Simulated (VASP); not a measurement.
A run of VASP 6.6.1:

File INCAR:

```
PREC = Accurate
ENCUT = 520
EDIFF = 1E-6
ISMEAR = -1
SIGMA = 0.02
LREAL = Auto
LASPH = True
NELM = 60
ALGO = Normal
ISIF = 2
LWAVE = False
LCHARG = False
GGA = PS
NBANDS = 48
```

The input KPOINTS:

```
regular mesh
0
Gamma
  2 2 2
```

Contents of POSCAR:

```
Si
1.0
    0.0000000000      5.4300000000      5.4300000000
    5.4300000000      0.0000000000      5.4300000000
    5.4300000000      5.4300000000      0.0000000000
Si
17
Direct
   -0.0550552486      0.0037292818      0.1134530387
    0.0189042357      0.1608011050      0.2485174954
   -0.0780755064      0.0129373849      0.6077624309
    0.1049263352      0.0578360958      0.7451657459
   -0.0858379374      0.5409760589      0.0803867403
    0.0618508287      0.6229005525      0.2119429098
   -0.0762983425      0.4587476980      0.6302578269
    0.0552302026      0.6376427256      0.6971823204
    0.4070534070      0.0505709024      0.1042357274
    0.5549355433      0.1409023941      0.2221362799
    0.4797605893     -0.0176243094      0.6007366483
    0.5478821363      0.1515653775      0.7353959484
    0.4177071823      0.5197329650      0.1005616943
    0.5510128913      0.6543830571      0.1911233886
    0.4145764273      0.5335635359      0.5938397790
    0.5691344383      0.6084530387      0.7315285451
    0.2851933702      0.3601104972      0.5001473297
```

Potentials or basis: VASP PAW PBE potentials, release 64 (Si).

Launch:

```console
$ cat potpaw_PBE.64/Si/POTCAR > POTCAR
$ mpirun -np 1 vasp_std > vasp.out
```

Hardware: 1 thread of AMD EPYC 7R13 (shared host).

**Question.** How long does it take, and how much memory?

**Answer.** Run time: 4.2 min on 1 thread of AMD EPYC 7R13 (shared host), peak memory 0.47 GiB. Counts: scf iterations 13, k points 8.
